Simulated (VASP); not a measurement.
The system is SiSbTe2.

```
CELL_PARAMETERS angstrom
4.03646 0.00000 0.00000
0.00000 4.03646 0.00000
0.00000 0.00000 5.68525
ATOMIC_POSITIONS crystal
Si 0.00000 0.00000 0.00000
Sb 0.50000 0.50000 0.50000
Te 0.50000 0.00000 0.73826
Te 0.00000 0.50000 0.26174
```

- Program: VASP 6.6.1
- Task: relaxation of cell and atoms
- Functional: PBE
- Potentials or basis: VASP PAW PBE potentials, release 64 (Si, Sb, Te)
- Cutoff: 600 eV
- k mesh: 4 × 4 × 4
- Occupations: gaussian, width 0.1 eV
- Spin: no spin polarisation

At the start: pressure 53.2 GPa; volume 23.16 Å³/atom.

**Question.** Where does the relaxation end?

**Answer.** Over 22 steps the energy falls by 2017.2 meV/atom and the volume is 33.81 Å³/atom (+46.0 %); space group P-4m2 (No. 115, to 0.05 Å).

The path:
```
step  energy change (eV)  largest force (eV/Å)  pressure (GPa)  volume (Å³)
   1              0.0000                5.9696           53.23        92.63
   2             -5.6291                0.3781           -5.22       238.76
   3             -7.6230                0.1521           -0.17       158.33
   4             -7.6220                0.1867            0.14       156.78
   5             -7.6371                0.1605            0.14       156.37
   6             -7.6847                0.1301           -0.01       155.02
   7             -7.7991                0.0354           -0.19       151.76
   8             -7.9839                0.2647           -0.61       143.24
   9             -7.3707                0.7441            2.94       119.89
  10             -7.9891                0.4329           -0.69       137.60
  11             -7.9917                0.3761           -0.76       141.04
  12             -7.9969                0.4099           -0.76       139.55
  13             -8.0082                0.3917           -0.36       135.75
  14             -8.0083                0.3937           -0.39       136.09
  15             -8.0243                0.3762            0.01       134.81
  16             -8.0358                0.3261            1.00       132.09
  17             -8.0432                0.2883            0.94       132.27
  18             -8.0584                0.1224            0.79       132.82
  19             -8.0472                0.2920            0.66       133.91
  20             -8.0611                0.0034            0.72       133.15
  21             -8.0673                0.0082            0.28       134.27
  22             -8.0688                0.0161           -0.09       135.25
```

Final structure:
```
CELL_PARAMETERS angstrom
4.01239 0.00000 0.00000
0.00000 4.01239 0.00000
0.00000 0.00000 8.40124
ATOMIC_POSITIONS crystal
Si 0.00000 0.00000 0.00000
Sb 0.50000 0.50000 0.50000
Te 0.50000 0.00000 0.78197
Te 0.00000 0.50000 0.21803
```

Caveat: the k points lie up to 0.39 Å⁻¹ apart in the final cell; the volume moved by over 15 % at a fixed basis, so the end points are rough.
